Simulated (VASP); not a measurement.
Runs of VASP 6.6.1 on LuGaP2. The structure is tetragonal, space group P4/mmm (No. 123). The conventional cell has a = 3.770 Å, b = 3.770 Å, c = 5.539 Å, α = 90.00°, β = 90.00°, γ = 90.00°. Within 3.5 Å of Ga (site symmetry 4/mmm) lie 6 P at 2.67 to 2.77 Å. Within 3.5 Å of P (site symmetry 4/mmm) lie 4 Lu at 2.67 Å and 2 Ga at 2.77 Å. P (site symmetry 4/mmm) has 4 Ga at 2.67 Å and 2 Lu at 2.77 Å within 3.5 Å. Within 3.5 Å of Lu (site symmetry 4/mmm) lie 6 P at 2.67 to 2.77 Å. 

```csv
spin,k mesh,smearing,gap on the mesh (eV),pressure (GPa)
off,6 × 6 × 4,fermi-dirac 0.02 eV,none,1.4
off,6 × 6 × 4,methfessel-paxton 0.2 eV,none,1.4
off,6 × 6 × 4,methfessel-paxton 0.5 eV,none,1.5
"collinear, zero start",6 × 6 × 4,fermi-dirac 0.02 eV,none,1.4
off,3 × 3 × 3,fermi-dirac 0.02 eV,none,(a)
```

Alike in all rows: task single point; level PBE; potentials or basis VASP PAW PBE potentials, release 64 (Ga_d, P, Lu); cell as given; cutoff (eV) 520.

**Question.** Estimate the missing entries.

**Answer.** (a) 2.1.

Caveats: some runs use coarse meshes; spin-orbit coupling is left out, which moves the levels of the heavy elements; so wide a smearing shifts energies and pressures (at least some runs).

A k mesh can miss the band edges, and the runs leave out spin-orbit coupling on Ga, Lu.

A gap of «none» marks levels without a gap at the run's occupations.
